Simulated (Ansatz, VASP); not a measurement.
**One calculation of SnO2, two programs**

```
CELL_PARAMETERS angstrom
4.73800 0.00000 0.00000
0.00000 4.73800 0.00000
0.00000 0.00000 3.18650
ATOMIC_POSITIONS crystal
Sn 0.00000 0.00000 0.00000
Sn 0.50000 0.50000 0.50000
O 0.30710 0.30710 0.00000
O 0.19290 0.80710 0.50000
O 0.69290 0.69290 0.00000
O 0.80710 0.19290 0.50000
```

Alike in both runs: task single point; functional PBEsol; dispersion D4; k mesh 4 × 4 × 4; no spin polarisation.

```csv
,VASP,Ansatz
version,VASP 6.6.1,Ansatz 0.2.0
potentials or method,"VASP PAW PBE potentials, release 64 (Sn_d, O), cutoff 520 eV","plane waves, PAW"
occupations,"gaussian, width 0.01 eV",fixed
valence electrons in the cell,52,52
```

Ansatz gave:

* pressure (GPa): 2.6
* traceless stress, the component that is largest in VASP (GPa): 1.34
* rms of the force components (eV/Å): 0.098

Q: Which values does VASP return?

A: Pressure (GPa): 3.4; traceless stress, the component that is largest in VASP (GPa): 1.60; rms of the force components (eV/Å): 0.107.

VASP's potentials were made for PBE, not for PBEsol. Atom by atom the forces differ by 0.009 eV/Å (rms over components).

The k mesh is coarse, so the values compare programs but aren't converged.
